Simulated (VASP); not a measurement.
A run of VASP 6.6.1:

Contents of INCAR:

```
SYSTEM = KI
ALGO     = Normal         ! electronic algorithm
EDIFF    = 1E-6           ! SCF threshold, eV
ENCUT    = 520            ! plane-wave cutoff, eV
GGA      = CA             ! functional
ISIF     = 2              ! what is computed and relaxed
ISMEAR   = 0              ! smearing method
LASPH    = .TRUE.         ! aspherical terms in the spheres
LCHARG   = .FALSE.        ! write CHGCAR
LREAL    = .FALSE.        ! projectors in reciprocal space
LWAVE    = .FALSE.        ! write WAVECAR
NBANDS   = 15             ! bands
NELM     = 60             ! most SCF steps
PREC     = Accurate       ! precision mode
SIGMA    = 0.05           ! smearing width, eV
```

KPOINTS

```
k-points
0
G
  6 6 6
  0 0 0
```

File POSCAR:

```
KI
1.0
    0.0000000000      3.6479092500      3.5245500000
    3.5245500000      0.0000000000      3.5245500000
    3.5245500000      3.6479092500      0.0000000000
K I
1 1
Direct
    0.0000000000      0.0000000000      0.0000000000
    0.5000000000      0.5000000000      0.5000000000
```

Potentials or basis: VASP PAW LDA potentials, release 64 (K_sv, I).

Command:

```console
$ cat potpaw_LDA.64/K_sv/POTCAR potpaw_LDA.64/I/POTCAR > POTCAR
$ mpirun -np 1 vasp_std > vasp.out
```

Hardware: 1 thread of AMD EPYC 9R45 96-Core Processor (Zen 5) (shared host).

Problem. Estimate the wall time of this run.

Solution. It took 24 s on 1 thread of AMD EPYC 9R45 96-Core Processor (Zen 5), on a shared host, peak memory 0.18 GiB. Counts: scf iterations 12, k points 30.
